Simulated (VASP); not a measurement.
Crystal: TiN.

```
Ti N
1.0
     0.00000    2.12200    2.12200
     2.12200    0.00000    2.12200
     2.12200    2.12200    0.00000
Ti N
1 1
Direct
  0.00000 0.00000 0.00000
  0.50000 0.50000 0.50000
```

```yaml
Program: VASP 6.6.1
Task: relaxation of cell and atoms
Functional: PBEsol
Potentials_or_basis: VASP PAW PBE potentials, release 64 (Ti_sv, N)
Cutoff: 600 eV
k_mesh: 18 × 18 × 18
Occupations: gaussian, width 0.1 eV
Spin: no spin polarisation
```

At the start: pressure -7.7 GPa; volume 9.56 Å³/atom.

Task: Where does the relaxation end?

Result: Over 3 steps the energy falls by 6.3 meV/atom and the volume is 9.30 Å³/atom (-2.7 %); space group Fm-3m (No. 225, to 0.05 Å).

The path:
```
step  energy change (eV)  largest force (eV/Å)  pressure (GPa)  volume (Å³)
   1              0.0000                0.0000           -7.73        19.11
   2              0.0162                0.0000           13.07        17.86
   3             -0.0126                0.0000           -0.05        18.60
```

Final structure:
```xyz
2
Lattice="0.0000 2.1030 2.1030 2.1030 0.0000 2.1030 2.1030 2.1030 0.0000" Properties=species:S:1:pos:R:3 pbc="T T T"
Ti    0.0000    0.0000    0.0000
N     2.1030    2.1030    2.1030
```

Caveat: the PAW data sets were made with another functional, which shifts forces and pressure a little.
